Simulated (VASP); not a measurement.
# SnSe (Fm-3m) in VASP: density of states with PBE

Aim: the density of states of SnSe with PBE.

Program: VASP 6.6.1. These are calculated values, not measurements. Logs are shortened: lines on timing, memory, paths and dates and some standing lists are left out, and cuts for length are marked.

## 1. The cell of the first run

It takes space group Fm-3m (No. 225, cubic). The conventional cell has a = 6.062 Å, b = 6.062 Å, c = 6.062 Å, α = 90.00°, β = 90.00°, γ = 90.00°. Within 4.0 Å of Sn (site symmetry m-3m) lie 6 Se at 3.03 Å. Se (site symmetry m-3m) has 6 Sn at 3.03 Å within 4.0 Å.

## 2. Density of states, PBE

Input file POSCAR:

```
SnSe
1.0
    0.0000000000      3.0308108258      3.0308108258
    3.0308108258      0.0000000000      3.0308108258
    3.0308108258      3.0308108258      0.0000000000
Sn Se
1 1
Direct
    0.0000000000      0.0000000000      0.0000000000
    0.5000000000      0.5000000000      0.5000000000
```

Input file INCAR.step1:

```
SYSTEM = SnSe
  ALGO = Normal
  EDIFF = 1E-6
  ENCUT = 520
  GGA = PE
  ISIF = 2
  ISMEAR = 0
  LASPH = .True.
  LCHARG = .True.
  LREAL = .False.
  LWAVE = .False.
  NBANDS = 17
  NELM = 100
  PREC = Accurate
  SIGMA = 0.02
```

Input file KPOINTS.step1:

```
k-points
0
Gamma
  10 10 10
  0 0 0
```

Input file INCAR.step2:

```
SYSTEM = SnSe
  ALGO = Normal
  EDIFF = 1E-6
  ENCUT = 520
  GGA = PE
  ICHARG = 11
  ISIF = 2
  ISMEAR = -5
  LASPH = .True.
  LCHARG = .False.
  LORBIT = 11
  LREAL = .False.
  LWAVE = .False.
  NEDOS = 1001
  NELM = 100
  PREC = Accurate
  SIGMA = 0.02
```

Input file KPOINTS.step2:

```
k-points
0
Gamma
  15 15 15
  0 0 0
```

Potentials or basis: VASP PAW PBE potentials, release 64 (Sn_d, Se).

The run is started by

```console
$ cat potpaw_PBE.64/Sn_d/POTCAR potpaw_PBE.64/Se/POTCAR > POTCAR
$ cp INCAR.step1 INCAR
$ cp KPOINTS.step1 KPOINTS
$ mpirun -np 1 vasp_std > vasp.out
$ cp INCAR.step2 INCAR
$ cp KPOINTS.step2 KPOINTS
$ mpirun -np 1 vasp_std > vasp.out
```

OUTCAR:

```text
SYSTEM = SnSe
   EDIFF = 1E-6
   ENCUT = 520
   GGA = PE
   ICHARG = 11
   ISIF = 2
   ISMEAR = -5
   LASPH = .True.
   LORBIT = 11
   LREAL = .False.
   NELM = 100
   PREC = Accurate

 ion  position               nearest neighbor table
   1  0.000  0.000  0.000-   2 3.03   2 3.03   2 3.03   2 3.03   2 3.03   2 3.03
   2  0.500  0.500  0.500-   1 3.03   1 3.03   1 3.03   1 3.03   1 3.03   1 3.03

  LATTYP: Found a face centered cubic cell.
 ALAT       =     6.0616216516

  Lattice vectors:

 A1 = (   0.0000000000,   3.0308108258,   3.0308108258)
 A2 = (   3.0308108258,   0.0000000000,   3.0308108258)
 A3 = (   3.0308108258,   3.0308108258,   0.0000000000)

Analysis of symmetry for initial positions (statically):
=====================================================================
 Subroutine PRICEL returns:
 Original cell was already a primitive cell.

 Routine SETGRP: Setting up the symmetry group for a
 face centered cubic supercell.

 Subroutine GETGRP returns: Found 48 space group operations
 (whereof 48 operations were pure point group operations)
 out of a pool of 48 trial point group operations.

The static configuration has the point symmetry O_h .

Analysis of symmetry for dynamics (positions and initial velocities):
=====================================================================
 Subroutine PRICEL returns:
 Original cell was already a primitive cell.

 Routine SETGRP: Setting up the symmetry group for a
 face centered cubic supercell.

 Subroutine GETGRP returns: Found 48 space group operations
 (whereof 48 operations were pure point group operations)
 out of a pool of 48 trial point group operations.

The dynamic configuration has the point symmetry O_h .

 Subroutine INISYM returns: Found 48 space group operations
 (whereof 48 operations are pure point group operations),
 and found     1 'primitive' translations

----------------------------------------------------------------------------------------

                                     Primitive cell

  volume of cell :      55.6809

  direct lattice vectors                    reciprocal lattice vectors
     0.000000000  3.030810826  3.030810826    -0.164972355  0.164972355  0.164972355
     3.030810826  0.000000000  3.030810826     0.164972355 -0.164972355  0.164972355
     3.030810826  3.030810826  0.000000000     0.164972355  0.164972355 -0.164972355

  length of vectors
     4.286213775  4.286213775  4.286213775     0.285740501  0.285740501  0.285740501

  position of ions in fractional coordinates (direct lattice)
     0.000000000  0.000000000  0.000000000
     0.500000000  0.500000000  0.500000000

  ion indices of the primitive-cell ions
   primitive index   ion index
                 1           1
                 2           2

----------------------------------------------------------------------------------------

 KPOINTS: k-points

Automatic generation of k-mesh.
 Grid dimensions read from file:
 generate k-points for:   15   15   15

 Generating k-lattice:

  Cartesian coordinates                     Fractional coordinates (reciprocal lattice)
    -0.010998157  0.010998157  0.010998157     0.066666667  0.000000000  0.000000000
     0.010998157 -0.010998157  0.010998157     0.000000000  0.066666667  0.000000000
     0.010998157  0.010998157 -0.010998157     0.000000000  0.000000000  0.066666667

  Length of vectors
     0.019049367  0.019049367  0.019049367

  Shift w.r.t. Gamma in fractional coordinates (k-lattice)
     0.000000000  0.000000000  0.000000000

 TETIRR: Found    484 inequivalent tetrahedra from    20250

 Subroutine IBZKPT returns following result:
 ===========================================

 Found    120 irreducible k-points:

 Following reciprocal coordinates:
            Coordinates               Weight
  0.000000  0.000000  0.000000      1.000000
  0.066667  0.000000  0.000000      8.000000
  0.133333  0.000000  0.000000      8.000000
  0.200000  0.000000  0.000000      8.000000
  0.266667  0.000000  0.000000      8.000000
  0.333333  0.000000  0.000000      8.000000
[... 16 lines left out ...]
  0.133333  0.133333  0.000000      6.000000
  0.200000  0.133333  0.000000     24.000000
 [... further k-points ...]
   k-points           NKPTS =    120   k-points in BZ     NKDIM =    120   number of bands    NBANDS=     14
   number of dos      NEDOS =   1001   number of ions     NIONS =      2
   total plane-waves  NPLWV =  32768
   dimension x,y,z NGX =    32 NGY =   32 NGZ =   32
   dimension x,y,z NGXF=    64 NGYF=   64 NGZF=   64
   ions per type =               1   1
   NGX,Y,Z   is equivalent  to a cutoff of  12.41, 12.41, 12.41 a.u.
   NGXF,Y,Z  is equivalent  to a cutoff of  24.82, 24.82, 24.82 a.u.
 SYSTEM =  SnSe
   PREC   = accura    normal or accurate (medium, high low for compatibility)
   ISTART =      0    job   : 0-new  1-cont  2-samecut
   ICHARG =     11    charge: 1-file 2-atom 10-const
   ISPIN  =      1    spin polarized calculation?
   LNONCOLLINEAR =      F non collinear calculations
   LSORBIT =      F    spin-orbit coupling
   LASPH  =      T    aspherical Exc in radial PAW
   ENCUT  =  520.0 eV  38.22 Ry    6.18 a.u.   7.97  7.97  7.97*2*pi/ulx,y,z
   NELM   =    100;   NELMIN=  2; NELMDL=  0     # of ELM steps
   EDIFF  = 0.1E-05   stopping-criterion for ELM
   LREAL  =      F    real-space projection
   EDIFFG = 0.1E-04   stopping-criterion for IOM
   NSW    =      0    number of steps for IOM
   IBRION =     -1    ionic relax: 0-MD 1-quasi-New 2-CG
   NFREE  =      0    steps in history (QN), initial steepest desc. (CG)
   ISIF   =      2    stress and relaxation
   ISYM   =      2    0-nonsym 1-usesym 2-fastsym
   POTIM  = 0.5000    time-step for ionic-motion
   TEBEG  =    0.0;   TEEND  =   0.0 temperature during run
   PSTRESS=    0.0 pullay stress
   NELECT =      20.0000    total number of electrons
   NUPDOWN=      -1.0000    fix difference up-down
   EMIN   =  10.00;   EMAX   =-10.00  energy-range for DOS
   EFERMI =   0.00;   METHOD = LEGACY
   ISMEAR =    -5;   SIGMA  =   0.02  broadening in eV -4-tet -1-fermi 0-gaus
   EFERMI_NEDOS =   21; number of points for ismear=-14 and -15
   IALGO  =     38    algorithm
   IMIX   =      4    mixing-type and parameters
     AMIX     =   0.40;   BMIX     =  1.00
     AMIX_MAG =   1.60;   BMIX_MAG =  1.00
  volume/ion in A,a.u.               =      27.84       187.88
  Fermi-wavevector in a.u.,A,eV,Ry     =   1.163722  2.199116 18.425682  1.354249
  Thomas-Fermi vector in A             =   2.300269
   LORBIT       =     11    0 simple, 1 ext, 2 COOP (PROOUT), +10 PAW based schemes
   GGA     = PE    functional components
   LHFCALC =     F    Hartree Fock is set to
   AEXX    =    0.0000 exact exchange contribution
   IVDW    =     0    specifies the selected vdW correction
   LEPSILON=     F    determine dielectric tensor
   LRPA    =     F    only Hartree local field effects (RPA)
 non-spin polarized calculation
 Fermi weights with tetrahedron method with Bloechl corrections
  energy-cutoff  :      520.00
  volume of cell :       55.68
 maximum number of plane-waves:      1516

 number of electron      19.9999999 magnetization

 Free energy of the ion-electron system (eV)
  ---------------------------------------------------
  ext. energy  EPLUGINS =         0.00000000
  ---------------------------------------------------
  free energy    TOTEN  =        -8.21463024 eV

  energy without entropy =       -8.21463024  energy(sigma->0) =       -8.21463024

 E-fermi :   5.3465     XC(G=0):  -9.5033

 val. band max:        5.3357917912   @ k =  -0.4000   0.0667   0.0000
 cond. band min:       5.6898769921   @ k =  -0.4667   0.0667   0.0000
 fundamental gap:      0.3540852009
 Fermi energy:         5.3465456444

 k-point     1 :       0.0000    0.0000    0.0000
  band No.  band energies     occupation
      1     -16.2485      2.00000
      2     -16.2485      2.00000
      3     -16.2485      2.00000
      4     -16.2479      2.00000
      5     -16.2479      2.00000
      6      -8.3626      2.00000
      7       0.2314      2.00000
      8       3.2344      2.00000
      9       3.2344      2.00000
     10       3.2344      2.00000
     11       9.6011      0.00000
     12       9.6011      0.00000
     13       9.6011      0.00000
     14      11.2535      0.00000

 k-point     2 :       0.0667    0.0000    0.0000
  band No.  band energies     occupation
      1     -16.2484      2.00000
      2     -16.2484      2.00000
      3     -16.2484      2.00000
      4     -16.2478      2.00000
      5     -16.2478      2.00000
      6      -8.3323      2.00000
      7       0.0603      2.00000
      8       3.2397      2.00000
      9       3.2397      2.00000
     10       3.3726      2.00000
     11       9.3059      0.00000
     12       9.3633      0.00000
     13       9.3633      0.00000
     14      11.2466      0.00000
[... 343 lines left out ...]
      1     -16.2508      2.00000
      2     -16.2495      2.00000
      3     -16.2467      2.00000
      4     -16.2459      2.00000
      5     -16.2459      2.00000
      6      -8.2042      2.00000
      7      -0.4146      2.00000
      8       2.9569      2.00000
      9       2.9569      2.00000
     10       4.2609      2.00000
     11       7.4656      0.00000
     12       9.5067      0.00000
     13       9.5067      0.00000
     14      10.3331      0.00000

 k-point    24 :       0.2000    0.1333    0.0000
  band No.  band energies     occupation
      1     -16.2525      2.00000
      2     -16.2496      2.00000
      3     -16.2471      2.00000
      4     -16.2445      2.00000
      5     -16.2438      2.00000
      6      -8.1015      2.00000
      7      -0.7214      2.00000
      8       2.8523      2.00000
      9       2.8855      2.00000
     10       4.5121      2.00000
     11       6.9557      0.00000
     12       9.2732      0.00000
     13       9.3418      0.00000
     14      10.2495      0.00000

 [... further k-points ...]

------------------------ aborting loop because EDIFF is reached ----------------------------------------

  FORCE on cell =-STRESS in cart. coord.  units (eV):
  Direction    XX          YY          ZZ          XY          YZ          ZX
  --------------------------------------------------------------------------------------
  -------------------------------------------------------------------------------------
  Total        0.0302136      0.0302136      0.0302136      0.0000000      0.0000000     -0.0000000
  in kB        0.8693742      0.8693742      0.8693742      0.0000000      0.0000000     -0.0000000
  external PRESSURE =       0.8693742 kB  Pullay stress =       0.0000000 kB

 VOLUME and BASIS-vectors are now :
 -----------------------------------------------------------------------------
  energy-cutoff  :      520.00
  volume of cell :       55.68
      direct lattice vectors                 reciprocal lattice vectors
     0.000000000  3.030810826  3.030810826    -0.164972355  0.164972355  0.164972355
     3.030810826  0.000000000  3.030810826     0.164972355 -0.164972355  0.164972355
     3.030810826  3.030810826  0.000000000     0.164972355  0.164972355 -0.164972355

 POSITION                                       TOTAL-FORCE (eV/Angst)
 -----------------------------------------------------------------------------------
      0.00000      0.00000      0.00000         0.000000     -0.000000     -0.000000
      3.03081      3.03081      3.03081        -0.000000      0.000000      0.000000
 -----------------------------------------------------------------------------------
    total drift:                                0.000000     -0.000000     -0.000000

  FREE ENERGIE OF THE ION-ELECTRON SYSTEM (eV)
  ---------------------------------------------------
  free  energy   TOTEN  =        -8.2146302388 eV

  energy  without entropy=       -8.2146302388  energy(sigma->0) =       -8.21463024

 total charge

# of ion       s       p       d       tot
------------------------------------------
    1        1.396   0.647   9.986  12.029
    2        1.475   2.294   0.023   3.792
--------------------------------------------------
tot          2.871   2.941  10.009  15.821
```

Wall time 30 s (1 thread of Intel Xeon Platinum 8559C (Emerald Rapids), shared host); peak memory 0.24 GiB.

Results:

* Valence electrons inside the program's atomic spheres: Sn 12.03; Se 3.79

Caveat: spin-orbit coupling is left out, which moves the levels of the heavy elements.
